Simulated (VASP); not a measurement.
The system is Li4SbPt2.

```xyz
7
Lattice="5.8563 0.0000 0.0000 -2.9282 5.0717 0.0000 0.0000 0.0000 4.2149" Properties=species:S:1:pos:R:3 pbc="T T T"
Li    2.9282    0.0000    0.0000
Li   -1.4641    2.5359    0.0000
Li    1.4641    2.5359    0.0000
Li    0.0000    0.0000    2.1075
Sb    0.0000    0.0000    0.0000
Pt    0.0000    3.3812    0.0000
Pt    2.9282    1.6906    0.0000
```

| Item | Value |
| --- | --- |
| Program | VASP 6.6.1 |
| Task | relaxation of cell and atoms |
| Functional | PBE |
| Potentials or basis | VASP PAW PBE potentials, release 64 (Li_sv, Sb, Pt) |
| Cutoff | 600 eV |
| k mesh | 3 × 3 × 4 |
| Occupations | gaussian, width 0.1 eV |
| Spin | no spin polarisation |

At the start: pressure 49.5 GPa; volume 17.88 Å³/atom.

Q: Where does the relaxation end?

A: Over 7 steps the energy falls by 1691.5 meV/atom and the volume is 36.55 Å³/atom (+104.4 %); space group P6/mmm (No. 191, to 0.05 Å).

Step by step:
```csv
step,energy change (eV),largest force (eV/Å),pressure (GPa),volume (Å³)
1,0.0000,0.0000,49.55,125.19
2,-11.4925,0.0000,-0.03,251.47
3,-11.4660,0.0000,2.25,225.91
4,-11.5296,0.0000,0.82,239.83
5,-11.5274,0.0000,1.07,237.08
6,-11.7350,0.0000,0.56,245.11
7,-11.8406,0.0000,0.03,255.84
```

Final structure:
```
CELL_PARAMETERS angstrom
7.61197 0.00000 0.00000
-3.80599 6.59216 0.00000
0.00000 0.00000 5.09860
ATOMIC_POSITIONS crystal
Li 0.50000 0.00000 0.00000
Li 0.00000 0.50000 0.00000
Li 0.50000 0.50000 0.00000
Li 0.00000 0.00000 0.50000
Sb 0.00000 0.00000 0.00000
Pt 0.33333 0.66667 0.00000
Pt 0.66667 0.33333 0.00000
```

Caveat: the k points lie up to 0.32 Å⁻¹ apart in the final cell; the cutoff is under 1.25 times the usual one of these potentials, so pressure, stress and relaxed cells hold a basis-set (Pulay) error; the volume moved by over 15 % at a fixed basis, so the end points are rough.
